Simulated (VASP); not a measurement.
Here is a VASP 6.6.1 calculation.

The input INCAR:

```
SYSTEM = Cu
PREC = Accurate
ENCUT = 520
EDIFF = 1E-6
ISMEAR = -1
SIGMA = 0.08
LREAL = .False.
LASPH = .True.
NELM = 80
ALGO = Normal
ISIF = 2
LWAVE = .False.
LCHARG = .False.
LDIPOL = .True.
IDIPOL = 3
DIPOL = 0.5 0.5 0.500
NBANDS = 30
```

KPOINTS

```
regular mesh
0
Gamma
  15 15 1
  0 0 0
```

The input POSCAR:

```
Cu
1.0
    2.4874897871      0.0000000000      0.0000000000
    0.0000000000      2.4874897871      0.0000000000
    0.0000000000      0.0000000000     27.1937000000
Cu
4
Direct
    0.2500000000      0.2500000000      0.4045053470
    0.7500000000      0.7500000000      0.4673715978
    0.2500000000      0.2500000000      0.5326283879
    0.7500000000      0.7500000000      0.5954946530
```

Potentials or basis: VASP PAW LDA potentials, release 64 (Cu).

Command:

```sh
$ cat potpaw_LDA.64/Cu/POTCAR > POTCAR
$ mpirun -np 1 vasp_std > vasp.out
```

**Question.** What does it give for the band gap on the k mesh?

**Answer.** Zero (band 22 reaches 1.16 eV, above the bottom of band 23 at -3.01 eV).

**Question.** What does it give for the largest force?

**Answer.** 0.041 eV/Å.

Forces on the atoms (eV/Å):
```
Cu   0.000  0.000 -0.041
Cu   0.000  0.000  0.005
Cu   0.000  0.000 -0.005
Cu   0.000  0.000  0.041
```
